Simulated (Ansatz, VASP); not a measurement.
Pb: VASP beside Ansatz

```
Pb
1.0
     0.00000    2.51759    2.51759
     2.51759    0.00000    2.51759
     2.51759    2.51759    0.00000
Pb
1
Direct
  0.00000 0.00000 0.00000
```

Alike in both runs: task single point; functional PBE; k mesh 18 × 18 × 18; occupations fermi-dirac, width 0.1 eV; no spin polarisation.

|  | VASP | Ansatz |
| --- | --- | --- |
| version | VASP 6.6.1 | Ansatz 0.2.0 |
| potentials or method | VASP PAW PBE potentials, release 64 (Pb_d), cutoff 520 eV | plane waves (420 eV) with PAW, scalar-relativistic |
| valence electrons in the cell | 14 | 14 |

|  | VASP | Ansatz | Ansatz less VASP |
| --- | --- | --- | --- |
| pressure (GPa) | 0.1 | 0.1 | +0.05 |

The functional is the same, so the differences come from potentials, cutoffs and numerics.

Neither program's run includes spin-orbit coupling.
